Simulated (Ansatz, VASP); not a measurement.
# One calculation of HfO2, two programs

```
Hf O
1.0
     4.88037    0.00000    0.00000
     0.00000    4.88037    0.00000
     0.00000    0.00000    3.30243
Hf O
2 4
Cartesian
  0.0000 0.0000 0.0000
  2.4402 2.4402 1.6512
  0.9457 3.9347 1.6512
  1.4945 1.4945 0.0000
  3.3859 3.3859 0.0000
  3.9347 0.9457 1.6512
```

Change from the starting cell: strain along c alone, the other axes held, atoms relaxed: +2.0 %.

Alike in both runs: functional PBE; k mesh 6 × 6 × 8; occupations gaussian, width 0.02 eV; no spin polarisation.

Ansatz relaxed the structure, and its values are those at the end. VASP's run is a single point on that final structure, the one shown.

|  | VASP | Ansatz |
| --- | --- | --- |
| version | VASP 6.6.1 | Ansatz 0.2.0 |
| potentials or method | VASP PAW PBE potentials, release 64 (Hf_pv, O), cutoff 520 eV | scalar-relativistic, plane waves, PAW |
| valence electrons in the cell | 44 | 76 |

Ansatz gave:

```
gap on the k mesh at the Fermi level (eV) : 3.87
least direct gap on the mesh (eV)         : 3.87
pressure (GPa)                            : -4.6
rms of the force components (eV/Å)        : 0.000
```

Task: What did VASP give for the same quantities?

Result: gap on the k mesh at the Fermi level (eV): 3.82; least direct gap on the mesh (eV): 3.82; pressure (GPa): -7.3; rms of the force components (eV/Å): 0.019.

With one functional, cell and mesh, what is left measures potentials, basis and numerics. VASP's potentials hold 44 valence electrons a cell and Ansatz's 76, so a difference there can come from the potentials and not from the codes. Ansatz's warnings: stress scf threshold loose.

Spin-orbit coupling is off throughout.
